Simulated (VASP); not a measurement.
# La (P6_3/mmc) in VASP: further runs

The runs below take La through single point, with PBE.

Program: VASP 6.6.1. These are calculated values, not measurements. Logs are shortened: lines on timing, memory, paths and dates and some standing lists are left out, and cuts for length are marked.

## Step 1: The cell of the first run

The structure is hexagonal, space group P6_3/mmc (No. 194). The conventional cell has a = 2.907 Å, b = 2.907 Å, c = 4.901 Å, α = 90.00°, β = 90.00°, γ = 120.00°. La (site symmetry -6m2) has 12 La at 2.91 to 2.97 Å within 3.8 Å.

## Step 2: Single point, PBE

INCAR

```
  PREC = Accurate
  ENCUT = 520
  EDIFF = 1E-7
  ISMEAR = -1
  SIGMA = 0.05
  LREAL = False
  LASPH = True
  NELM = 80
  ALGO = Normal
  ISIF = 2
  LWAVE = False
  LCHARG = False
  GGA = PE
  NBANDS = 18
```

KPOINTS

```
Automatic mesh
0
Gamma
  15 15 8
```

POSCAR

```
La
1.0
    2.9074164258      0.0000000000      0.0000000000
   -1.4537082129      2.5178964842      0.0000000000
    0.0000000000      0.0000000000      4.9006178784
La
2
Direct
    0.3333333333      0.6666666667      0.2500000000
    0.6666666667      0.3333333333      0.7500000000
```

Potentials or basis: VASP PAW PBE potentials, release 64 (La).

Run with:

```bash
> cat potpaw_PBE.64/La/POTCAR > POTCAR
> mpirun -np 1 vasp_std > vasp.out
```

OUTCAR:

```text
PREC = Accurate
   ENCUT = 520
   EDIFF = 1E-7
   ISMEAR = -1
   LREAL = False
   LASPH = True
   NELM = 80
   ISIF = 2
   GGA = PE

 ion  position               nearest neighbor table
   1  0.333  0.667  0.250-   2 2.97   2 2.97   2 2.97   2 2.97   2 2.97   2 2.97
   2  0.667  0.333  0.750-   1 2.97   1 2.97   1 2.97   1 2.97   1 2.97   1 2.97

  LATTYP: Found a hexagonal cell.
 ALAT       =     2.9074164258
 C/A-ratio  =     1.6855576088

  Lattice vectors:

 A1 = (   2.9074164258,   0.0000000000,   0.0000000000)
 A2 = (  -1.4537082129,   2.5178964842,   0.0000000000)
 A3 = (   0.0000000000,   0.0000000000,   4.9006178784)

Analysis of symmetry for initial positions (statically):
=====================================================================
 Subroutine PRICEL returns:
 Original cell was already a primitive cell.

 Routine SETGRP: Setting up the symmetry group for a
 hexagonal supercell.

 Subroutine GETGRP returns: Found 24 space group operations
 (whereof 12 operations were pure point group operations)
 out of a pool of 24 trial point group operations.

The static configuration has the point symmetry D_3d.
 The point group associated with its full space group is D_6h.

Analysis of symmetry for dynamics (positions and initial velocities):
=====================================================================
 Subroutine PRICEL returns:
 Original cell was already a primitive cell.

 Routine SETGRP: Setting up the symmetry group for a
 hexagonal supercell.

 Subroutine GETGRP returns: Found 24 space group operations
 (whereof 12 operations were pure point group operations)
 out of a pool of 24 trial point group operations.

The dynamic configuration has the point symmetry D_3d.
 The point group associated with its full space group is D_6h.

 Subroutine INISYM returns: Found 24 space group operations
 (whereof 12 operations are pure point group operations),
 and found     1 'primitive' translations

----------------------------------------------------------------------------------------

                                     Primitive cell

  volume of cell :      35.8753

  direct lattice vectors                    reciprocal lattice vectors
     2.907416426  0.000000000  0.000000000     0.343947978  0.198578458  0.000000000
    -1.453708213  2.517896484  0.000000000     0.000000000  0.397156915  0.000000000
     0.000000000  0.000000000  4.900617878     0.000000000  0.000000000  0.204055902

  length of vectors
     2.907416426  2.907416426  4.900617878     0.397156915  0.397156915  0.204055902

  position of ions in fractional coordinates (direct lattice)
     0.333333333  0.666666667  0.250000000
     0.666666667  0.333333333  0.750000000

  ion indices of the primitive-cell ions
   primitive index   ion index
                 1           1
                 2           2

----------------------------------------------------------------------------------------

 KPOINTS: Automatic mesh

Automatic generation of k-mesh.
 Grid dimensions read from file:
 generate k-points for:   15   15    8

 Generating k-lattice:

  Cartesian coordinates                     Fractional coordinates (reciprocal lattice)
     0.022929865  0.013238564  0.000000000     0.066666667  0.000000000  0.000000000
     0.000000000  0.026477128  0.000000000     0.000000000  0.066666667  0.000000000
     0.000000000  0.000000000  0.025506988     0.000000000  0.000000000  0.125000000

  Length of vectors
     0.026477128  0.026477128  0.025506988

  Shift w.r.t. Gamma in fractional coordinates (k-lattice)
     0.000000000  0.000000000  0.000000000

 Subroutine IBZKPT returns following result:
 ===========================================

 Found    135 irreducible k-points:

 Following reciprocal coordinates:
            Coordinates               Weight
  0.000000  0.000000  0.000000      1.000000
  0.066667 -0.000000  0.000000      6.000000
  0.133333  0.000000  0.000000      6.000000
  0.200000  0.000000  0.000000      6.000000
  0.266667  0.000000  0.000000      6.000000
  0.333333  0.000000  0.000000      6.000000
[... 16 lines left out ...]
  0.333333  0.200000  0.000000     12.000000
  0.400000  0.200000  0.000000      6.000000
 [... further k-points ...]
   k-points           NKPTS =    135   k-points in BZ     NKDIM =    135   number of bands    NBANDS=     18
   number of dos      NEDOS =    301   number of ions     NIONS =      2
   total plane-waves  NPLWV =  20736
   dimension x,y,z NGX =    24 NGY =   24 NGZ =   36
   dimension x,y,z NGXF=    48 NGYF=   48 NGZF=   72
   ions per type =               2
   NGX,Y,Z   is equivalent  to a cutoff of  13.72, 13.72, 12.21 a.u.
   NGXF,Y,Z  is equivalent  to a cutoff of  27.45, 27.45, 24.42 a.u.
 SYSTEM =  unknown system
   PREC   = accura    normal or accurate (medium, high low for compatibility)
   ISTART =      0    job   : 0-new  1-cont  2-samecut
   ICHARG =      2    charge: 1-file 2-atom 10-const
   ISPIN  =      1    spin polarized calculation?
   LNONCOLLINEAR =      F non collinear calculations
   LSORBIT =      F    spin-orbit coupling
   LASPH  =      T    aspherical Exc in radial PAW
   ENCUT  =  520.0 eV  38.22 Ry    6.18 a.u.   5.41  5.41  9.11*2*pi/ulx,y,z
   NELM   =     80;   NELMIN=  2; NELMDL= -5     # of ELM steps
   EDIFF  = 0.1E-06   stopping-criterion for ELM
   LREAL  =      F    real-space projection
   EDIFFG = 0.1E-05   stopping-criterion for IOM
   NSW    =      0    number of steps for IOM
   IBRION =     -1    ionic relax: 0-MD 1-quasi-New 2-CG
   NFREE  =      0    steps in history (QN), initial steepest desc. (CG)
   ISIF   =      2    stress and relaxation
   ISYM   =      2    0-nonsym 1-usesym 2-fastsym
   POTIM  = 0.5000    time-step for ionic-motion
   TEBEG  =    0.0;   TEEND  =   0.0 temperature during run
   PSTRESS=    0.0 pullay stress
   NELECT =      22.0000    total number of electrons
   NUPDOWN=      -1.0000    fix difference up-down
   EMIN   =  10.00;   EMAX   =-10.00  energy-range for DOS
   EFERMI =   0.00;   METHOD = LEGACY
   ISMEAR =    -1;   SIGMA  =   0.05  broadening in eV -4-tet -1-fermi 0-gaus
   EFERMI_NEDOS =   21; number of points for ismear=-14 and -15
   IALGO  =     38    algorithm
   IMIX   =      4    mixing-type and parameters
     AMIX     =   0.40;   BMIX     =  1.00
     AMIX_MAG =   1.60;   BMIX_MAG =  1.00
  volume/ion in A,a.u.               =      17.94       121.05
  Fermi-wavevector in a.u.,A,eV,Ry     =   1.390861  2.628346 26.320394  1.934494
  Thomas-Fermi vector in A             =   2.514755
   LORBIT       =      0    0 simple, 1 ext, 2 COOP (PROOUT), +10 PAW based schemes
   GGA     = PE    functional components
   LHFCALC =     F    Hartree Fock is set to
   AEXX    =    0.0000 exact exchange contribution
   IVDW    =     0    specifies the selected vdW correction
   LEPSILON=     F    determine dielectric tensor
   LRPA    =     F    only Hartree local field effects (RPA)
 non-spin polarized calculation
  energy-cutoff  :      520.00
  volume of cell :       35.88
 maximum number of plane-waves:       990
 NGX is ok and might be reduce to    24
   NGX = 11   NGY = 11   NGZ = 19

 number of electron      22.0000002 magnetization

 Free energy of the ion-electron system (eV)
  ---------------------------------------------------
  ext. energy  EPLUGINS =         0.00000000
  ---------------------------------------------------
  free energy    TOTEN  =        -5.68075982 eV

  energy without entropy =       -5.66849919  energy(sigma->0) =       -5.67462951

 E-fermi :  17.6655     XC(G=0): -12.9620

 val. band max:       17.6152193954   @ k =   0.0667  -0.0000   0.2500
 cond. band min:      17.6744000987   @ k =   0.4000   0.1333   0.2500
 fundamental gap:      0.0591807033
 Fermi energy:        17.6654677951

 k-point     1 :       0.0000    0.0000    0.0000
  band No.  band energies     occupation
      1     -16.5178      2.00000
      2     -14.5096      2.00000
      3      -2.7878      2.00000
      4       4.2554      2.00000
      5       4.2554      2.00000
      6       4.7961      2.00000
[... 10 lines left out ...]
     17      20.2116      0.00000
     18      20.2461      0.00000

 k-point     2 :       0.0667   -0.0000    0.0000
  band No.  band energies     occupation
      1     -16.4497      2.00000
      2     -14.4612      2.00000
      3      -2.7070      2.00000
      4       3.8280      2.00000
      5       4.1252      2.00000
      6       4.7648      2.00000
[... 10 lines left out ...]
     17      20.0963      0.00000
     18      20.3377      0.00000

 k-point     3 :       0.1333    0.0000    0.0000
  band No.  band energies     occupation
      1     -16.2493      2.00000
      2     -14.3227      2.00000
      3      -2.4675      2.00000
      4       2.7577      2.00000
      5       3.7954      2.00000
      6       3.9312      2.00000
[... 10 lines left out ...]
     17      20.1732      0.00000
     18      20.6670      0.00000

 k-point     4 :       0.2000    0.0000    0.0000
  band No.  band energies     occupation
      1     -15.9296      2.00000
      2     -14.1151      2.00000
      3      -2.0784      2.00000
      4       1.4141      2.00000
      5       2.7117      2.00000
      6       3.3751      2.00000
[... 375 lines left out ...]
      4      -0.6228      2.00000
      5      -0.1635      2.00000
      6       1.3445      2.00000
[... 10 lines left out ...]
     17      20.9179      0.00000
     18      20.9322      0.00000

 k-point    23 :       0.3333    0.2000    0.0000
  band No.  band energies     occupation
      1     -14.1425      2.00000
      2     -13.4604      2.00000
      3      -1.6689      2.00000
      4      -0.7381      2.00000
      5       0.4488      2.00000
      6       0.7239      2.00000
[... 10 lines left out ...]
     17      20.7597      0.00000
     18      21.0013      0.00000

 k-point    24 :       0.4000    0.2000    0.0000
  band No.  band energies     occupation
      1     -13.9707      2.00000
      2     -13.4876      2.00000
      3      -1.8643      2.00000
      4      -0.7446      2.00000
      5       0.4674      2.00000
      6       0.7727      2.00000
[... 10 lines left out ...]
     17      20.6682      0.00000
     18      21.1359      0.00000

 [... further k-points ...]
[... 5 lines left out ...]
  --------------------------------------------------------------------------------------
  -------------------------------------------------------------------------------------
  Total       14.5568023     14.5568023     14.6049423      0.0000000      0.0000000      0.0000000
  in kB      650.1006705    650.1006705    652.2505861      0.0000000      0.0000000      0.0000000
  external PRESSURE =     650.8173090 kB  Pullay stress =       0.0000000 kB

 VOLUME and BASIS-vectors are now :
 -----------------------------------------------------------------------------
  energy-cutoff  :      520.00
  volume of cell :       35.88
      direct lattice vectors                 reciprocal lattice vectors
     2.907416426  0.000000000  0.000000000     0.343947978  0.198578458  0.000000000
    -1.453708213  2.517896484  0.000000000     0.000000000  0.397156915  0.000000000
     0.000000000  0.000000000  4.900617878     0.000000000  0.000000000  0.204055902

 POSITION                                       TOTAL-FORCE (eV/Angst)
 -----------------------------------------------------------------------------------
     -0.00000      1.67860      1.22515        -0.000000      0.000000      0.000000
      1.45371      0.83930      3.67546         0.000000     -0.000000      0.000000
 -----------------------------------------------------------------------------------
    total drift:                                0.000000     -0.000000      0.000000

  FREE ENERGIE OF THE ION-ELECTRON SYSTEM (eV)
  ---------------------------------------------------
  free  energy   TOTEN  =        -5.6807598244 eV

  energy  without entropy=       -5.6684991892  energy(sigma->0) =       -5.67462951
```

Run time: 47 s. Hardware: 1 thread of Intel Xeon 6975P-C (Granite Rapids), shared host; peak memory 0.23 GiB.

Results:

```yaml
Free_energy: -5.6808 eV
Pressure: 65.1 GPa
Band_gap_on_the_k_mesh: zero (band 11 reaches 19.24 eV, above the bottom of band 12 at 15.23 eV)
```

Levels at points of the mesh, in eV from the Fermi level:
```tsv
k point	band 9	band 10	band 11	band 12	band 13	band 14
(0.00, 0.00, 0.00)	-2.11	0.09	0.40	1.46	1.52	1.52
(0.00, 0.00, 0.50)	-1.02	-1.02	0.93	0.93	1.62	1.62
```

Caveat: spin-orbit coupling is left out, which moves the levels of the heavy elements.

## Step 3: Single point, PBE

INCAR

```
  ALGO = Normal
  EDIFF = 1E-6
  ENCUT = 520
  GGA = PE
  ISIF = 2
  ISMEAR = -1
  LASPH = True
  LCHARG = False
  LREAL = False
  LWAVE = False
  NBANDS = 18
  NELM = 80
  PREC = Accurate
  SIGMA = 0.05
```

KPOINTS

```
k-points
0
Gamma
  15 15 8
```

POSCAR

```
La
1.0
    2.9066171688      0.0000000000      0.0000000000
   -1.4533085844      2.5172043073      0.0000000000
    0.0000000000      0.0000000000      4.8992159014
La
2
Direct
    0.3333333333      0.6666666667      0.2500000000
    0.6666666667      0.3333333333      0.7500000000
```

Potentials or basis: VASP PAW PBE potentials, release 64 (La).

Run with:

```bash
> cat potpaw_PBE.64/La/POTCAR > POTCAR
> mpirun -np 1 vasp_std > vasp.out
```

OUTCAR:

```text
EDIFF = 1E-6
   ENCUT = 520
   GGA = PE
   ISIF = 2
   ISMEAR = -1
   LASPH = True
   LREAL = False
   NELM = 80
   PREC = Accurate

 ion  position               nearest neighbor table
   1  0.333  0.667  0.250-   2 2.97   2 2.97   2 2.97   2 2.97   2 2.97   2 2.97
   2  0.667  0.333  0.750-   1 2.97   1 2.97   1 2.97   1 2.97   1 2.97   1 2.97

  LATTYP: Found a hexagonal cell.
 ALAT       =     2.9066171688
 C/A-ratio  =     1.6855387610

  Lattice vectors:

 A1 = (   2.9066171688,   0.0000000000,   0.0000000000)
 A2 = (  -1.4533085844,   2.5172043073,   0.0000000000)
 A3 = (   0.0000000000,   0.0000000000,   4.8992159014)

Analysis of symmetry for initial positions (statically):
=====================================================================
 Subroutine PRICEL returns:
 Original cell was already a primitive cell.

 Routine SETGRP: Setting up the symmetry group for a
 hexagonal supercell.

 Subroutine GETGRP returns: Found 24 space group operations
 (whereof 12 operations were pure point group operations)
[... 156 lines left out ...]
 number of electron      22.0000002 magnetization

 Free energy of the ion-electron system (eV)
  ---------------------------------------------------
  ext. energy  EPLUGINS =         0.00000000
  ---------------------------------------------------
  free energy    TOTEN  =        -5.66854846 eV

  energy without entropy =       -5.65632022  energy(sigma->0) =       -5.66243434

 E-fermi :  17.6800     XC(G=0): -12.9665

 val. band max:       17.6282495048   @ k =   0.0667  -0.0000   0.2500
 cond. band min:      17.6887838294   @ k =   0.1333   0.1333   0.0000
 fundamental gap:      0.0605343246
 Fermi energy:        17.6800029276

 k-point     1 :       0.0000    0.0000    0.0000
  band No.  band energies     occupation
      1     -16.5084      2.00000
      2     -14.4956      2.00000
      3      -2.7804      2.00000
      4       4.2742      2.00000
      5       4.2742      2.00000
      6       4.8162      2.00000
[... 481 lines left out ...]
      5       0.4793      2.00000
      6       0.7851      2.00000
[... 10 lines left out ...]
     17      20.6847      0.00000
     18      21.1652      0.00000

 [... further k-points ...]
[... 5 lines left out ...]
  --------------------------------------------------------------------------------------
  -------------------------------------------------------------------------------------
  Total       14.5961647     14.5961647     14.6439482      0.0000000      0.0000000      0.0000000
  in kB      652.4037626    652.4037626    654.5395390      0.0000000      0.0000000      0.0000000
  external PRESSURE =     653.1156881 kB  Pullay stress =       0.0000000 kB

 VOLUME and BASIS-vectors are now :
 -----------------------------------------------------------------------------
  energy-cutoff  :      520.00
  volume of cell :       35.85
      direct lattice vectors                 reciprocal lattice vectors
     2.906617169  0.000000000  0.000000000     0.344042556  0.198633062  0.000000000
    -1.453308584  2.517204307  0.000000000     0.000000000  0.397266125  0.000000000
     0.000000000  0.000000000  4.899215901     0.000000000  0.000000000  0.204114295

 POSITION                                       TOTAL-FORCE (eV/Angst)
 -----------------------------------------------------------------------------------
     -0.00000      1.67814      1.22480        -0.000000      0.000000      0.000000
      1.45331      0.83907      3.67441         0.000000     -0.000000      0.000000
 -----------------------------------------------------------------------------------
    total drift:                               -0.000000      0.000000     -0.000000

  FREE ENERGIE OF THE ION-ELECTRON SYSTEM (eV)
  ---------------------------------------------------
  free  energy   TOTEN  =        -5.6685484594 eV

  energy  without entropy=       -5.6563202160  energy(sigma->0) =       -5.66243434
```

Wall time 36 s (1 thread of Intel Xeon 6975P-C (Granite Rapids), shared host); peak memory 0.23 GiB.

What came out:

- Free energy: -5.6685 eV
- Pressure: 65.3 GPa
- Band gap on the k mesh: zero (band 11 reaches 19.25 eV, above the bottom of band 12 at 15.24 eV)

Caveat: spin-orbit coupling is left out, which moves the levels of the heavy elements.
